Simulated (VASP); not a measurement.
Here is a VASP 6.6.1 calculation.

INCAR

```
SYSTEM = Zr
PREC = Accurate
ENCUT = 520
EDIFF = 1E-7
ISMEAR = 0
SIGMA = 0.15
LREAL = .FALSE.
LASPH = .TRUE.
NELM = 80
ALGO = Fast
ISIF = 2
LWAVE = .FALSE.
LCHARG = .FALSE.
GGA = PS
NBANDS = 19
```

The input KPOINTS:

```
regular mesh
0
G
  18 18 10
  0 0 0
```

Contents of POSCAR:

```
Zr
1.0
    3.2319982225      0.0000000000      0.0000000000
   -1.6159991112      2.7989925657      0.0000000000
    0.0000000000      0.0000000000      5.1470000000
Zr
2
Direct
    0.3333333333      0.6666666667      0.2500000000
    0.6666666667      0.3333333333      0.7500000000
```

Potentials or basis: VASP PAW PBE potentials, release 64 (Zr_sv).

Command:

```sh
$ cat potpaw_PBE.64/Zr_sv/POTCAR > POTCAR
$ mpirun -np 1 vasp_std > vasp.out
```

Q: Estimate the band gap on the k mesh.

A: Zero (band 12 reaches 9.80 eV, above the bottom of band 13 at 8.62 eV).

Q: What does it give for the pressure?

A: -3.3 GPa.

Stress tensor (GPa, compression positive):
```
-3.40  0.00  0.00
 0.00 -3.40  0.00
 0.00  0.00 -2.96
```

Caveat: the PAW data sets were made with another functional, which shifts forces and pressure a little.
